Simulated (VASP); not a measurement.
A run of VASP 6.6.1 is set up as follows.

The input INCAR:

```
PREC = Accurate ; ENCUT = 520
EDIFF = 1E-6 ; ISMEAR = 0
SIGMA = 0.1 ; LREAL = F
LASPH = T ; NELM = 150
ALGO = Normal ; ISIF = 2
LWAVE = F ; LCHARG = T
ISPIN = 2 ; MAGMOM = 0 0 0 0 0 1
LORBIT = 11 ; LMAXMIX = 4
GGA = PE ; LELF = T
LVHAR = T ; NBANDS = 33
```

KPOINTS

```
Automatic mesh
0
Gamma
  6 6 2
```

The input POSCAR:

```
Y2Si3O
1.0
    4.0934367100      0.0000000000      0.0000000000
   -2.0467183600      3.5450201800      0.0000000000
    0.0000000000      0.0000000000      8.3165617800
Y Si O
2 3 1
Direct
    0.0000000000      0.0000000000      0.0000000000
    0.6666666700      0.3333333300      0.5000000000
    0.3333333300      0.6666666700      0.5000000000
    0.6666666700      0.3333333300      0.8969726100
    0.6666666700      0.3333333300      0.1030273900
    0.0000000000      0.0000000000      0.5000000000
```

Potentials or basis: VASP PAW PBE potentials, release 64 (Y_sv, Si, O).

Launch:

```bash
$ cat potpaw_PBE.64/Y_sv/POTCAR potpaw_PBE.64/Si/POTCAR potpaw_PBE.64/O/POTCAR > POTCAR
$ mpirun -np 1 vasp_std > vasp.out
```

(1) Estimate the pressure.

(2) Predict the net moment.

## Answers

(1) 38.7 GPa.

(2) 0.00 μB per cell.

Caveat: the k points lie up to 0.38 Å⁻¹ apart, too coarse for converged energies and pressures of a metal.
